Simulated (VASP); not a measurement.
SrCl2: single point with LDA

SrCl2:

```xyz
3
Lattice="0.0000 3.3461 3.6249 3.3461 0.0000 3.6249 3.3461 3.3461 0.0000" Properties=species:S:1:pos:R:3 pbc="T T T"
Sr    0.0000    0.0000    0.0000
Cl    1.6730    1.6730    1.8125
Cl    5.0191    5.0191    5.4374
```

This cell differs from its parent crystal: strain -0.040 along x and y, +0.040 along z.

```
Program             : VASP 6.6.1
Task                : single point
Functional          : LDA
Potentials or basis : VASP PAW LDA potentials, release 64 (Sr_sv, Cl)
Cutoff              : 520 eV
k mesh              : 6 × 6 × 6
Occupations         : gaussian, width 0.05 eV
Spin                : no spin polarisation
```

| Item | Value |
| --- | --- |
| Pressure | -1.1 GPa |
| Band gap on the k mesh | 4.59 eV (least direct gap 4.86 eV) |

Stress tensor (GPa, compression positive):
```
 0.30  0.00  0.00
 0.00  0.30  0.00
 0.00  0.00 -3.92
```

Levels at points of the mesh, in eV from the valence-band top:
```
           k point  band 9  band 10  band 11  band 12  band 13  band 14  band 15  band 16
(0.00, 0.00, 0.00)   -2.39    -0.96    -0.34    -0.34     4.59     5.56     5.87     8.33
(0.50, 0.00, 0.00)   -1.82    -1.66    -1.35    -1.31     6.18     6.30     7.16     7.24
(0.50, 0.50, 0.00)   -2.25    -0.49    -0.49    -0.49     4.89     6.28     7.27     7.42
(0.50, 0.00, 0.50)   -2.08    -1.06    -0.34     0.00     4.86     6.93     7.27     7.83
```

It took 59 s on 1 thread of Intel Xeon 8259CL, with other jobs on the host, peak memory 0.21 GiB.

Caveat: the cell differs from its parent crystal (strain -0.040 along x and y, +0.040 along z). A k mesh can miss the band edges.
